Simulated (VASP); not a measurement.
# SiNi (rocksalt type) (Fm-3m) in VASP: a series of runs

SiNi (rocksalt type) is run at these levels: PBEsol; tasks: single point.

Program: VASP 6.6.1. These are calculated values, not measurements. Logs are shortened: lines on timing, memory, paths and dates and some standing lists are left out, and cuts for length are marked.

## Step 1: The cell of the first run

Symmetry: Fm-3m, No. 225, cubic system. The conventional cell has a = 4.588 Å, b = 4.588 Å, c = 4.588 Å, α = 90.00°, β = 90.00°, γ = 90.00°. Ni (site symmetry m-3m) has 6 Si at 2.29 Å within 3.0 Å. Si (site symmetry m-3m) has 6 Ni at 2.29 Å within 3.0 Å.

## Step 2: Single point, PBEsol (12.07 Å³/atom)

The input, INCAR:

```
  ALGO = Normal
  EDIFF = 1E-6
  ENCUT = 520
  GGA = PS
  ISIF = 2
  ISMEAR = -1
  LASPH = T
  LCHARG = F
  LREAL = F
  LWAVE = F
  NBANDS = 14
  NELM = 60
  PREC = Accurate
  SIGMA = 0.08
```

The input, KPOINTS:

```
k-points
0
Gamma
  14 14 14
```

The input, POSCAR:

```
SiNi
1.0
    0.0000000000      2.2940674667      2.2940674667
    2.2940674667      0.0000000000      2.2940674667
    2.2940674667      2.2940674667      0.0000000000
Ni Si
1 1
Direct
    0.0000000000      0.0000000000      0.0000000000
    0.5000000000      0.5000000000      0.5000000000
```

Potentials or basis: VASP PAW PBE potentials, release 64 (Ni, Si).

Launch:

```sh
$ cat potpaw_PBE.64/Ni/POTCAR potpaw_PBE.64/Si/POTCAR > POTCAR
$ mpirun -np 1 vasp_std > vasp.out
```

OUTCAR:

```text
EDIFF = 1E-6
   ENCUT = 520
   GGA = PS
   ISIF = 2
   ISMEAR = -1
   LASPH = T
   LREAL = F
   NELM = 60
   PREC = Accurate

 ion  position               nearest neighbor table
   1  0.000  0.000  0.000-   2 2.29   2 2.29   2 2.29   2 2.29   2 2.29   2 2.29
   2  0.500  0.500  0.500-   1 2.29   1 2.29   1 2.29   1 2.29   1 2.29   1 2.29

  LATTYP: Found a face centered cubic cell.
 ALAT       =     4.5881349334

  Lattice vectors:

 A1 = (   0.0000000000,   2.2940674667,   2.2940674667)
 A2 = (   2.2940674667,   0.0000000000,   2.2940674667)
 A3 = (   2.2940674667,   2.2940674667,   0.0000000000)

Analysis of symmetry for initial positions (statically):
=====================================================================
 Subroutine PRICEL returns:
 Original cell was already a primitive cell.

 Routine SETGRP: Setting up the symmetry group for a
 face centered cubic supercell.

 Subroutine GETGRP returns: Found 48 space group operations
 (whereof 48 operations were pure point group operations)
 out of a pool of 48 trial point group operations.

The static configuration has the point symmetry O_h .

Analysis of symmetry for dynamics (positions and initial velocities):
=====================================================================
 Subroutine PRICEL returns:
 Original cell was already a primitive cell.

 Routine SETGRP: Setting up the symmetry group for a
 face centered cubic supercell.

 Subroutine GETGRP returns: Found 48 space group operations
 (whereof 48 operations were pure point group operations)
 out of a pool of 48 trial point group operations.

The dynamic configuration has the point symmetry O_h .

 Subroutine INISYM returns: Found 48 space group operations
 (whereof 48 operations are pure point group operations),
 and found     1 'primitive' translations

----------------------------------------------------------------------------------------

                                     Primitive cell

  volume of cell :      24.1462

  direct lattice vectors                    reciprocal lattice vectors
     0.000000000  2.294067467  2.294067467    -0.217953485  0.217953485  0.217953485
     2.294067467  0.000000000  2.294067467     0.217953485 -0.217953485  0.217953485
     2.294067467  2.294067467  0.000000000     0.217953485  0.217953485 -0.217953485

  length of vectors
     3.244301324  3.244301324  3.244301324     0.377506510  0.377506510  0.377506510

  position of ions in fractional coordinates (direct lattice)
     0.000000000  0.000000000  0.000000000
     0.500000000  0.500000000  0.500000000

  ion indices of the primitive-cell ions
   primitive index   ion index
                 1           1
                 2           2

----------------------------------------------------------------------------------------

 KPOINTS: k-points

Automatic generation of k-mesh.
 Grid dimensions read from file:
 generate k-points for:   14   14   14

 Generating k-lattice:

  Cartesian coordinates                     Fractional coordinates (reciprocal lattice)
    -0.015568106  0.015568106  0.015568106     0.071428571  0.000000000  0.000000000
     0.015568106 -0.015568106  0.015568106     0.000000000  0.071428571  0.000000000
     0.015568106  0.015568106 -0.015568106     0.000000000  0.000000000  0.071428571

  Length of vectors
     0.026964751  0.026964751  0.026964751

  Shift w.r.t. Gamma in fractional coordinates (k-lattice)
     0.000000000  0.000000000  0.000000000

 Subroutine IBZKPT returns following result:
 ===========================================

 Found    104 irreducible k-points:

 Following reciprocal coordinates:
            Coordinates               Weight
  0.000000  0.000000  0.000000      1.000000
  0.071429  0.000000  0.000000      8.000000
  0.142857  0.000000  0.000000      8.000000
  0.214286  0.000000  0.000000      8.000000
  0.285714  0.000000  0.000000      8.000000
  0.357143  0.000000  0.000000      8.000000
[... 16 lines left out ...]
  0.214286  0.142857  0.000000     24.000000
  0.285714  0.142857  0.000000     24.000000
 [... further k-points ...]
   k-points           NKPTS =    104   k-points in BZ     NKDIM =    104   number of bands    NBANDS=     14
   number of dos      NEDOS =    301   number of ions     NIONS =      2
   total plane-waves  NPLWV =  13824
   dimension x,y,z NGX =    24 NGY =   24 NGZ =   24
   dimension x,y,z NGXF=    48 NGYF=   48 NGZF=   48
   ions per type =               1   1
   NGX,Y,Z   is equivalent  to a cutoff of  12.30, 12.30, 12.30 a.u.
   NGXF,Y,Z  is equivalent  to a cutoff of  24.60, 24.60, 24.60 a.u.
 SYSTEM =  unknown system
   PREC   = accura    normal or accurate (medium, high low for compatibility)
   ISTART =      0    job   : 0-new  1-cont  2-samecut
   ICHARG =      2    charge: 1-file 2-atom 10-const
   ISPIN  =      1    spin polarized calculation?
   LNONCOLLINEAR =      F non collinear calculations
   LSORBIT =      F    spin-orbit coupling
   LASPH  =      T    aspherical Exc in radial PAW
   ENCUT  =  520.0 eV  38.22 Ry    6.18 a.u.   6.03  6.03  6.03*2*pi/ulx,y,z
   NELM   =     60;   NELMIN=  2; NELMDL= -5     # of ELM steps
   EDIFF  = 0.1E-05   stopping-criterion for ELM
   LREAL  =      F    real-space projection
   EDIFFG = 0.1E-04   stopping-criterion for IOM
   NSW    =      0    number of steps for IOM
   IBRION =     -1    ionic relax: 0-MD 1-quasi-New 2-CG
   NFREE  =      0    steps in history (QN), initial steepest desc. (CG)
   ISIF   =      2    stress and relaxation
   ISYM   =      2    0-nonsym 1-usesym 2-fastsym
   POTIM  = 0.5000    time-step for ionic-motion
   TEBEG  =    0.0;   TEEND  =   0.0 temperature during run
   PSTRESS=    0.0 pullay stress
   NELECT =      14.0000    total number of electrons
   NUPDOWN=      -1.0000    fix difference up-down
   EMIN   =  10.00;   EMAX   =-10.00  energy-range for DOS
   EFERMI =   0.00;   METHOD = LEGACY
   ISMEAR =    -1;   SIGMA  =   0.08  broadening in eV -4-tet -1-fermi 0-gaus
   EFERMI_NEDOS =   21; number of points for ismear=-14 and -15
   IALGO  =     38    algorithm
   IMIX   =      4    mixing-type and parameters
     AMIX     =   0.40;   BMIX     =  1.00
     AMIX_MAG =   1.60;   BMIX_MAG =  1.00
  volume/ion in A,a.u.               =      12.07        81.47
  Fermi-wavevector in a.u.,A,eV,Ry     =   1.365111  2.579686 25.354841  1.863528
  Thomas-Fermi vector in A             =   2.491368
   LORBIT       =      0    0 simple, 1 ext, 2 COOP (PROOUT), +10 PAW based schemes
   GGA     = PS    functional components
   LHFCALC =     F    Hartree Fock is set to
   AEXX    =    0.0000 exact exchange contribution
   IVDW    =     0    specifies the selected vdW correction
   LEPSILON=     F    determine dielectric tensor
   LRPA    =     F    only Hartree local field effects (RPA)
 non-spin polarized calculation
  energy-cutoff  :      520.00
  volume of cell :       24.15
 maximum number of plane-waves:       663
   NGX = 13   NGY = 13   NGZ = 13

 number of electron      13.9999988 magnetization

 Free energy of the ion-electron system (eV)
  ---------------------------------------------------
  ext. energy  EPLUGINS =         0.00000000
  ---------------------------------------------------
  free energy    TOTEN  =       -11.91845191 eV

  energy without entropy =      -11.89352700  energy(sigma->0) =      -11.90598945

 E-fermi :  10.2801     XC(G=0): -12.3345

 val. band max:       10.2771190768   @ k =   0.5000   0.3571   0.0000
 cond. band min:      10.3147530660   @ k =   0.5000   0.4286   0.0000
 fundamental gap:      0.0376339892
 Fermi energy:        10.2800586021

 k-point     1 :       0.0000    0.0000    0.0000
  band No.  band energies     occupation
      1      -2.5398      2.00000
      2       7.3838      2.00000
      3       7.3838      2.00000
      4       7.3838      2.00000
      5       7.4078      2.00000
      6       7.4078      2.00000
      7      14.7183      0.00000
      8      14.7183      0.00000
      9      14.7183      0.00000
     10      20.6964      0.00000
     11      20.6964      0.00000
     12      20.6964      0.00000
     13      22.2716      0.00000
     14      24.4817      0.00000

 k-point     2 :       0.0714    0.0000    0.0000
  band No.  band energies     occupation
      1      -2.4321      2.00000
      2       7.3234      2.00000
      3       7.3501      2.00000
      4       7.3501      2.00000
      5       7.4274      2.00000
      6       7.4274      2.00000
      7      14.1627      0.00000
      8      14.7637      0.00000
      9      14.7637      0.00000
     10      20.1261      0.00000
     11      20.7921      0.00000
     12      20.7921      0.00000
     13      23.2180      0.00000
     14      24.1174      0.00000

 k-point     3 :       0.1429    0.0000    0.0000
  band No.  band energies     occupation
      1      -2.1107      2.00000
      2       7.1284      2.00000
      3       7.2102      2.00000
      4       7.2102      2.00000
      5       7.5350      2.00000
      6       7.5350      2.00000
      7      12.8698      0.00000
      8      14.8908      0.00000
      9      14.8908      0.00000
     10      19.4034      0.00000
     11      20.8831      0.00000
     12      20.8831      0.00000
     13      22.9462      0.00000
     14      22.9462      0.00000

 k-point     4 :       0.2143    0.0000    0.0000
  band No.  band energies     occupation
      1      -1.5808      2.00000
      2       6.7452      2.00000
      3       7.0184      2.00000
      4       7.0184      2.00000
      5       7.6986      2.00000
      6       7.6986      2.00000
      7      11.4225      0.00000
      8      15.0819      0.00000
      9      15.0819      0.00000
     10      18.7532      0.00000
     11      20.2690      0.00000
     12      20.2690      0.00000
     13      22.9102      0.00000
     14      22.9102      0.00000

 k-point     5 :       0.2857    0.0000    0.0000
  band No.  band energies     occupation
      1      -0.8527      2.00000
      2       6.0716      2.00000
      3       6.8191      2.00000
      4       6.8191      2.00000
      5       7.8913      2.00000
      6       7.8913      2.00000
      7      10.2168      1.37606
      8      15.3287      0.00000
      9      15.3287      0.00000
     10      18.1746      0.00000
     11      19.2007      0.00000
[... 276 lines left out ...]
 k-point    22 :       0.1429    0.1429    0.0000
  band No.  band energies     occupation
      1      -1.9713      2.00000
      2       6.9715      2.00000
      3       7.1847      2.00000
      4       7.4537      2.00000
      5       7.4537      2.00000
      6       7.4814      2.00000
      7      13.7430      0.00000
      8      13.7430      0.00000
      9      14.4295      0.00000
     10      18.7403      0.00000
     11      19.8528      0.00000
     12      21.7101      0.00000
     13      21.7101      0.00000
     14      25.5660      0.00000

 k-point    23 :       0.2143    0.1429    0.0000
  band No.  band energies     occupation
      1      -1.5870      2.00000
      2       6.7335      2.00000
      3       7.0220      2.00000
      4       7.3395      2.00000
      5       7.5409      2.00000
      6       7.6550      2.00000
      7      12.6047      0.00000
      8      13.4143      0.00000
      9      14.8152      0.00000
     10      18.3835      0.00000
     11      18.5778      0.00000
     12      21.9197      0.00000
     13      22.0558      0.00000
     14      25.3548      0.00000

 k-point    24 :       0.2857    0.1429    0.0000
  band No.  band energies     occupation
      1      -1.0016      2.00000
      2       6.3904      2.00000
      3       6.7652      2.00000
      4       7.1594      2.00000
      5       7.6937      2.00000
      6       7.8681      2.00000
      7      11.1902      0.00002
      8      13.2635      0.00000
      9      15.1340      0.00000
     10      17.2475      0.00000
     11      18.8369      0.00000
     12      21.8615      0.00000
     13      21.8774      0.00000
     14      25.4380      0.00000

 [... further k-points ...]

------------------------ aborting loop because EDIFF is reached ----------------------------------------

  FORCE on cell =-STRESS in cart. coord.  units (eV):
  Direction    XX          YY          ZZ          XY          YZ          ZX
  --------------------------------------------------------------------------------------
  -------------------------------------------------------------------------------------
  Total        1.7099365      1.7099365      1.7099365     -0.0000000     -0.0000000      0.0000000
  in kB      113.4598010    113.4598010    113.4598010     -0.0000000     -0.0000000      0.0000000
  external PRESSURE =     113.4598010 kB  Pullay stress =       0.0000000 kB

 VOLUME and BASIS-vectors are now :
 -----------------------------------------------------------------------------
  energy-cutoff  :      520.00
  volume of cell :       24.15
      direct lattice vectors                 reciprocal lattice vectors
     0.000000000  2.294067467  2.294067467    -0.217953485  0.217953485  0.217953485
     2.294067467  0.000000000  2.294067467     0.217953485 -0.217953485  0.217953485
     2.294067467  2.294067467  0.000000000     0.217953485  0.217953485 -0.217953485

 POSITION                                       TOTAL-FORCE (eV/Angst)
 -----------------------------------------------------------------------------------
      0.00000      0.00000      0.00000         0.000000      0.000000      0.000000
      2.29407      2.29407      2.29407         0.000000      0.000000      0.000000
 -----------------------------------------------------------------------------------
    total drift:                                0.000000     -0.000000     -0.000000

  FREE ENERGIE OF THE ION-ELECTRON SYSTEM (eV)
  ---------------------------------------------------
  free  energy   TOTEN  =       -11.9184519063 eV

  energy  without entropy=      -11.8935270035  energy(sigma->0) =      -11.90598945
```

Run time: 33 s. Hardware: 1 thread of Intel Xeon 8259CL, shared host; peak memory 0.16 GiB.

What came out:

```
Free energy            : -11.9185 eV
Pressure               : 11.3 GPa
Band gap on the k mesh : zero (bands 7 and 8 overlap by 5.45 eV)
```

Caveat: the cell stands under pressure; the PAW data sets were made with another functional, which shifts forces and pressure a little. Spin polarisation is off, so any magnetic state and its effect on volume and gap are missing.

## Step 3: Single point, PBEsol

This run uses another cell than the first one, of 12.84 Å³/atom.

The input, INCAR:

```
SYSTEM = SiNi
PREC = Accurate
ENCUT = 520
EDIFF = 1E-6
ISMEAR = -1
SIGMA = 0.08
LREAL = .FALSE.
LASPH = .TRUE.
NELM = 80
ALGO = Normal
ISIF = 2
LWAVE = .FALSE.
LCHARG = .TRUE.
GGA = PS
LELF = .TRUE.
LVHAR = .TRUE.
NBANDS = 14
```

The input, KPOINTS:

```
Automatic mesh
0
G
  14 14 14
  0 0 0
```

The input, POSCAR:

```
SiNi
1.0
    0.0000000000      2.3418742327      2.3418742327
    2.3418742327      0.0000000000      2.3418742327
    2.3418742327      2.3418742327      0.0000000000
Ni Si
1 1
Direct
    0.0000000000      0.0000000000      0.0000000000
    0.5000000000      0.5000000000      0.5000000000
```

Potentials or basis: VASP PAW PBE potentials, release 64 (Ni, Si).

Launch:

```sh
$ cat potpaw_PBE.64/Ni/POTCAR potpaw_PBE.64/Si/POTCAR > POTCAR
$ mpirun -np 1 vasp_std > vasp.out
```

Wall time 72 s (1 thread of Intel Xeon 8259CL, shared host); peak memory 0.18 GiB.

It converged, with:

```
Free energy            : -11.9712 eV
Pressure               : 0.2 GPa
Band gap on the k mesh : zero (bands 7 and 8 overlap by 5.09 eV)
```

Levels at points of the mesh, in eV from the Fermi level:
| k point | band 4 | band 5 | band 6 | band 7 | band 8 | band 9 | band 10 | band 11 |
| --- | --- | --- | --- | --- | --- | --- | --- | --- |
| (0.00, 0.00, 0.00) | -2.61 | -2.61 | -2.61 | 4.18 | 4.18 | 4.18 | 10.20 | 10.20 |
| (0.50, 0.00, 0.00) | -3.48 | -1.83 | -1.83 | -1.21 | 5.85 | 5.85 | 6.34 | 6.34 |
| (0.50, 0.50, 0.00) | -2.25 | -1.63 | -1.63 | -0.73 | -0.17 | -0.17 | 3.93 | 6.24 |

Caveat: the PAW data sets were made with another functional, which shifts forces and pressure a little. Spin polarisation is off, so any magnetic state and its effect on volume and gap are missing.
